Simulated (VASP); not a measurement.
A run of VASP 6.6.1:

The input POSCAR:

```
Al3Cu
1.0
    2.7784054294      0.0000000000      0.0000000000
    0.0000000000      2.7784054294      0.0000000000
    0.0000000000      0.0000000000      7.5134034100
Al Cu
3 1
Direct
    0.0000000000      0.0000000000      0.5000000000
    0.5000000000      0.5000000000      0.2261155100
    0.5000000000      0.5000000000      0.7738844900
    0.0000000000      0.0000000000      0.0000000000
```

INCAR.step1

```
PREC = Accurate
ENCUT = 520
ISMEAR = 0
SIGMA = 0.1
LREAL = F
LASPH = T
NELM = 80
NBANDS = 18
GGA = PE
ALGO = Normal
EDIFF = 1E-4
LWAVE = T
LCHARG = F
```

The input INCAR.step2:

```
PREC = Accurate
ENCUT = 520
EDIFF = 1E-7
ISMEAR = 0
SIGMA = 0.1
LREAL = F
LASPH = T
NELM = 80
ALGO = Normal
ISIF = 2
LWAVE = F
LCHARG = T
METAGGA = R2SCAN
LMIXTAU = T
LELF = T
LVHAR = T
NBANDS = 18
ISTART = 1
```

Contents of KPOINTS:

```
regular mesh
0
Gamma
  8 8 3
```

Potentials or basis: VASP PAW PBE potentials, release 64 (Al, Cu).

The run is started by

```console
$ cat potpaw_PBE.64/Al/POTCAR potpaw_PBE.64/Cu/POTCAR > POTCAR
$ cp INCAR.step1 INCAR
$ mpirun -np 1 vasp_std > vasp.out
$ cp INCAR.step2 INCAR
$ mpirun -np 1 vasp_std > vasp.out
```

Hardware: 1 thread of Intel Xeon 8259CL, with other jobs on the host.

Question: Estimate the wall time of this run.

Answer: Wall time 3.5 min on 1 thread of Intel Xeon 8259CL, on a shared host, peak memory 0.19 GiB. Counts: k points 30.
